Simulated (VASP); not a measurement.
# Te2Mo in VASP: a series of runs

The runs below take Te2Mo through single point, with LDA.

Program: VASP 6.6.1. These are calculated values, not measurements. Logs are shortened: lines on timing, memory, paths and dates and some standing lists are left out, and cuts for length are marked.

## (1) The cell of the first run

The cell holds a slab with vacuum, 3 atoms: a = 3.560 Å, b = 3.560 Å, c = 17.524 Å, α = 90.00°, β = 90.00°, γ = 120.00°.

## (2) Single point, LDA (atom 3 (Mo) moved by (+0.000, -0.300) A along x and y)

File INCAR:

```
  PREC = Accurate
  ENCUT = 520
  EDIFF = 1E-6
  ISMEAR = 0
  SIGMA = 0.05
  LREAL = False
  LASPH = True
  NELM = 80
  ALGO = Normal
  ISIF = 2
  LWAVE = False
  LCHARG = False
  NBANDS = 20
```

File KPOINTS:

```
regular mesh
0
Gamma
  12 12 2
```

File POSCAR:

```
Te2Mo
1.0
    3.5602328140      0.0000000000      0.0000000000
   -1.7801164070      3.0832520603      0.0000000000
    0.0000000000      0.0000000000     17.5240578200
Te Mo
2 1
Direct
    0.3333333333      0.6666666667      0.8978554500
    0.3333333333      0.6666666667      0.1021445500
   -0.0486499310     -0.0972998620      0.0000000000
```

Potentials or basis: VASP PAW LDA potentials, release 64 (Te, Mo_sv).

The run is started by

```
$ cat potpaw_LDA.64/Te/POTCAR potpaw_LDA.64/Mo_sv/POTCAR > POTCAR
$ mpirun -np 1 vasp_std > vasp.out
```

OUTCAR:

```text
PREC = Accurate
   ENCUT = 520
   EDIFF = 1E-6
   ISMEAR = 0
   LREAL = False
   LASPH = True
   NELM = 80
   ISIF = 2

 ion  position               nearest neighbor table
   1  0.333  0.667  0.898-   3 2.63   3 2.63   3 2.96   2 3.58
   2  0.333  0.667  0.102-   3 2.63   3 2.63   3 2.96   1 3.58
   3  0.951  0.903  0.000-   1 2.63   2 2.63   1 2.63   2 2.63   1 2.96   2 2.96

  LATTYP: Found a hexagonal cell.
 ALAT       =     3.5602328140
 C/A-ratio  =     4.9221662558

  Lattice vectors:

 A1 = (   3.5602328140,   0.0000000000,   0.0000000000)
 A2 = (  -1.7801164070,   3.0832520603,   0.0000000000)
 A3 = (   0.0000000000,   0.0000000000,  17.5240578200)

Analysis of symmetry for initial positions (statically):
=====================================================================
 Subroutine PRICEL returns:
 Original cell was already a primitive cell.

 Routine SETGRP: Setting up the symmetry group for a
 hexagonal supercell.

 Subroutine GETGRP returns: Found  4 space group operations
 (whereof  4 operations were pure point group operations)
 out of a pool of 24 trial point group operations.

The static configuration has the point symmetry C_2v.

Analysis of symmetry for dynamics (positions and initial velocities):
=====================================================================
 Subroutine PRICEL returns:
 Original cell was already a primitive cell.

 Routine SETGRP: Setting up the symmetry group for a
 hexagonal supercell.

 Subroutine GETGRP returns: Found  4 space group operations
 (whereof  4 operations were pure point group operations)
 out of a pool of 24 trial point group operations.

The dynamic configuration has the point symmetry C_2v.

 Subroutine INISYM returns: Found  4 space group operations
 (whereof  4 operations are pure point group operations),
 and found     1 'primitive' translations

----------------------------------------------------------------------------------------

                                     Primitive cell

  volume of cell :     192.3633

  direct lattice vectors                    reciprocal lattice vectors
     3.560232814  0.000000000  0.000000000     0.280880508  0.162166437  0.000000000
    -1.780116407  3.083252060  0.000000000     0.000000000  0.324332873  0.000000000
     0.000000000  0.000000000 17.524057820     0.000000000  0.000000000  0.057064409

  length of vectors
     3.560232814  3.560232814 17.524057820     0.324332873  0.324332873  0.057064409

  position of ions in fractional coordinates (direct lattice)
     0.333333333  0.666666667  0.897855450
     0.333333333  0.666666667  0.102144550
     0.951350069  0.902700138  0.000000000

  ion indices of the primitive-cell ions
   primitive index   ion index
                 1           1
                 2           2
                 3           3

----------------------------------------------------------------------------------------

 KPOINTS: regular mesh

Automatic generation of k-mesh.
 Grid dimensions read from file:
 generate k-points for:   12   12    2

 Generating k-lattice:

  Cartesian coordinates                     Fractional coordinates (reciprocal lattice)
     0.023406709  0.013513870  0.000000000     0.083333333  0.000000000  0.000000000
     0.000000000  0.027027739  0.000000000     0.000000000  0.083333333  0.000000000
     0.000000000  0.000000000  0.028532204     0.000000000  0.000000000  0.500000000

  Length of vectors
     0.027027739  0.027027739  0.028532204

  Shift w.r.t. Gamma in fractional coordinates (k-lattice)
     0.000000000  0.000000000  0.000000000

 Subroutine IBZKPT returns following result:
 ===========================================

 Found     86 irreducible k-points:

 Following reciprocal coordinates:
            Coordinates               Weight
  0.000000  0.000000  0.000000      1.000000
  0.083333  0.000000  0.000000      4.000000
  0.000000  0.083333  0.000000      2.000000
  0.166667  0.000000  0.000000      4.000000
  0.000000  0.166667  0.000000      2.000000
  0.250000  0.000000  0.000000      4.000000
[... 16 lines left out ...]
 -0.083333  0.416667  0.000000      4.000000
 -0.416667  0.333333  0.000000      4.000000
 [... further k-points ...]
   k-points           NKPTS =     86   k-points in BZ     NKDIM =     86   number of bands    NBANDS=     20
   number of dos      NEDOS =    301   number of ions     NIONS =      3
   total plane-waves  NPLWV = 109760
   dimension x,y,z NGX =    28 NGY =   28 NGZ =  140
   dimension x,y,z NGXF=    56 NGYF=   56 NGZF=  280
   ions per type =               2   1
   NGX,Y,Z   is equivalent  to a cutoff of  13.07, 13.07, 13.28 a.u.
   NGXF,Y,Z  is equivalent  to a cutoff of  26.15, 26.15, 26.56 a.u.
 SYSTEM =  unknown system
   PREC   = accura    normal or accurate (medium, high low for compatibility)
   ISTART =      0    job   : 0-new  1-cont  2-samecut
   ICHARG =      2    charge: 1-file 2-atom 10-const
   ISPIN  =      1    spin polarized calculation?
   LNONCOLLINEAR =      F non collinear calculations
   LSORBIT =      F    spin-orbit coupling
   LASPH  =      T    aspherical Exc in radial PAW
   ENCUT  =  520.0 eV  38.22 Ry    6.18 a.u.   6.62  6.62 32.58*2*pi/ulx,y,z
   NELM   =     80;   NELMIN=  2; NELMDL= -5     # of ELM steps
   EDIFF  = 0.1E-05   stopping-criterion for ELM
   LREAL  =      F    real-space projection
   EDIFFG = 0.1E-04   stopping-criterion for IOM
   NSW    =      0    number of steps for IOM
   IBRION =     -1    ionic relax: 0-MD 1-quasi-New 2-CG
   NFREE  =      0    steps in history (QN), initial steepest desc. (CG)
   ISIF   =      2    stress and relaxation
   ISYM   =      2    0-nonsym 1-usesym 2-fastsym
   POTIM  = 0.5000    time-step for ionic-motion
   TEBEG  =    0.0;   TEEND  =   0.0 temperature during run
   PSTRESS=    0.0 pullay stress
   NELECT =      26.0000    total number of electrons
   NUPDOWN=      -1.0000    fix difference up-down
   EMIN   =  10.00;   EMAX   =-10.00  energy-range for DOS
   EFERMI =   0.00;   METHOD = LEGACY
   ISMEAR =     0;   SIGMA  =   0.05  broadening in eV -4-tet -1-fermi 0-gaus
   EFERMI_NEDOS =   21; number of points for ismear=-14 and -15
   IALGO  =     38    algorithm
   IMIX   =      4    mixing-type and parameters
     AMIX     =   0.40;   BMIX     =  1.00
     AMIX_MAG =   1.60;   BMIX_MAG =  1.00
  volume/ion in A,a.u.               =      64.12       432.71
  Fermi-wavevector in a.u.,A,eV,Ry     =   0.840153  1.587660  9.603777  0.705858
  Thomas-Fermi vector in A             =   1.954489
   LORBIT       =      0    0 simple, 1 ext, 2 COOP (PROOUT), +10 PAW based schemes
   GGA     = CA    functional components
   LHFCALC =     F    Hartree Fock is set to
   AEXX    =    0.0000 exact exchange contribution
   IVDW    =     0    specifies the selected vdW correction
   LEPSILON=     F    determine dielectric tensor
   LRPA    =     F    only Hartree local field effects (RPA)
 non-spin polarized calculation
 Gauss-broadening in eV      SIGMA  =   0.05
  energy-cutoff  :      520.00
  volume of cell :      192.36
 maximum number of plane-waves:      5262
   NGX = 13   NGY = 13   NGZ = 65

 number of electron      26.0000002 magnetization

 Free energy of the ion-electron system (eV)
  ---------------------------------------------------
  ext. energy  EPLUGINS =         0.00000000
  ---------------------------------------------------
  free energy    TOTEN  =       -19.86123386 eV

  energy without entropy =      -19.86123386  energy(sigma->0) =      -19.86123386

 E-fermi :   0.4859     XC(G=0):  -4.8319

 val. band max:        0.1712082067   @ k =   0.5000   0.0000   0.0000
 cond. band min:       0.9880608073   @ k =   0.3333   0.3333   0.0000
 fundamental gap:      0.8168526006
 Fermi energy:         0.4859144266

 k-point     1 :       0.0000    0.0000    0.0000
  band No.  band energies     occupation
      1     -60.3825      2.00000
      2     -34.7614      2.00000
      3     -34.6675      2.00000
      4     -34.5594      2.00000
      5     -12.7017      2.00000
      6     -11.7104      2.00000
[... 12 lines left out ...]
     19       4.7641      0.00000
     20       5.6407      0.00000

 k-point     2 :       0.0833    0.0000    0.0000
  band No.  band energies     occupation
      1     -60.3819      2.00000
      2     -34.7594      2.00000
      3     -34.6747      2.00000
      4     -34.5624      2.00000
      5     -12.6057      2.00000
      6     -11.6522      2.00000
[... 12 lines left out ...]
     19       4.8914      0.00000
     20       5.7962      0.00000

 k-point     3 :       0.0000    0.0833    0.0000
  band No.  band energies     occupation
      1     -60.3820      2.00000
      2     -34.7599      2.00000
      3     -34.6693      2.00000
      4     -34.5668      2.00000
      5     -12.6137      2.00000
      6     -11.6407      2.00000
[... 12 lines left out ...]
     19       4.8722      0.00000
     20       5.7811      0.00000

 k-point     4 :       0.1667    0.0000    0.0000
  band No.  band energies     occupation
      1     -60.3803      2.00000
      2     -34.7540      2.00000
      3     -34.6948      2.00000
      4     -34.5702      2.00000
      5     -12.3268      2.00000
      6     -11.4846      2.00000
[... 12 lines left out ...]
     19       5.2375      0.00000
     20       6.1140      0.00000

 k-point     5 :       0.0000    0.1667    0.0000
  band No.  band energies     occupation
      1     -60.3805      2.00000
      2     -34.7559      2.00000
      3     -34.6741      2.00000
      4     -34.5869      2.00000
      5     -12.3593      2.00000
      6     -11.4377      2.00000
[... 12 lines left out ...]
     19       5.1818      0.00000
     20       6.0704      0.00000
[... 353 lines left out ...]
      6     -11.0763      2.00000
[... 12 lines left out ...]
     19       6.2124      0.00000
     20       6.3170      0.00000

 k-point    22 :       0.3333    0.0833    0.0000
  band No.  band energies     occupation
      1     -60.3748      2.00000
      2     -34.7570      2.00000
      3     -34.7364      2.00000
      4     -34.6005      2.00000
      5     -11.1022      2.00000
      6     -10.7448      2.00000
[... 12 lines left out ...]
     19       6.0926      0.00000
     20       6.5286      0.00000

 k-point    23 :      -0.0833    0.4167    0.0000
  band No.  band energies     occupation
      1     -60.3754      2.00000
      2     -34.7416      2.00000
      3     -34.6971      2.00000
      4     -34.6497      2.00000
      5     -11.2425      2.00000
      6     -10.5498      2.00000
[... 12 lines left out ...]
     19       6.1292      0.00000
     20       6.3212      0.00000

 k-point    24 :      -0.4167    0.3333    0.0000
  band No.  band energies     occupation
      1     -60.3746      2.00000
      2     -34.7682      2.00000
      3     -34.7350      2.00000
      4     -34.5921      2.00000
      5     -11.0679      2.00000
      6     -10.7978      2.00000
[... 12 lines left out ...]
     19       6.1703      0.00000
     20       6.5241      0.00000

 [... further k-points ...]
[... 5 lines left out ...]
  --------------------------------------------------------------------------------------
  -------------------------------------------------------------------------------------
  Total        0.2752009     -3.6848139      0.7979760      0.0000000      0.0000000      0.0000000
  in kB        2.2921249    -30.6905053      6.6462752      0.0000000      0.0000000      0.0000000
  external PRESSURE =      -7.2507018 kB  Pullay stress =       0.0000000 kB

 VOLUME and BASIS-vectors are now :
 -----------------------------------------------------------------------------
  energy-cutoff  :      520.00
  volume of cell :      192.36
      direct lattice vectors                 reciprocal lattice vectors
     3.560232814  0.000000000  0.000000000     0.280880508  0.162166437  0.000000000
    -1.780116407  3.083252060  0.000000000     0.000000000  0.324332873  0.000000000
     0.000000000  0.000000000 17.524057820     0.000000000  0.000000000  0.057064409

 POSITION                                       TOTAL-FORCE (eV/Angst)
 -----------------------------------------------------------------------------------
     -0.00000      2.05550     15.73407         0.000000     -1.707839     -0.226186
     -0.00000      2.05550      1.78999         0.000000     -1.707839      0.226186
      1.78012      2.78325      0.00000        -0.000000      3.415678      0.000000
 -----------------------------------------------------------------------------------
    total drift:                                0.000000      0.000195      0.000000

  FREE ENERGIE OF THE ION-ELECTRON SYSTEM (eV)
  ---------------------------------------------------
  free  energy   TOTEN  =       -19.8612338646 eV

  energy  without entropy=      -19.8612338646  energy(sigma->0) =      -19.86123386
```

It took 3.6 min on 1 thread of Intel Xeon 6975P-C (Granite Rapids), shared host; peak memory 0.48 GiB.

Results:

- Free energy: -19.8612 eV
- Largest force: 3.416 eV/Å
- Band gap on the k mesh: 0.82 eV, indirect (least direct gap 0.95 eV)

Forces in eV/Å, atoms in the order of the input:
```
Te   0.000 -1.708 -0.226
Te   0.000 -1.708  0.226
Mo   0.000  3.416  0.000
```

Caveat: the cell differs from its parent crystal (atom 3 (Mo) moved by (+0.000, -0.300) A along x and y); spin-orbit coupling is left out, which moves the levels of the heavy elements.

(Continued in part 2 of 2.)
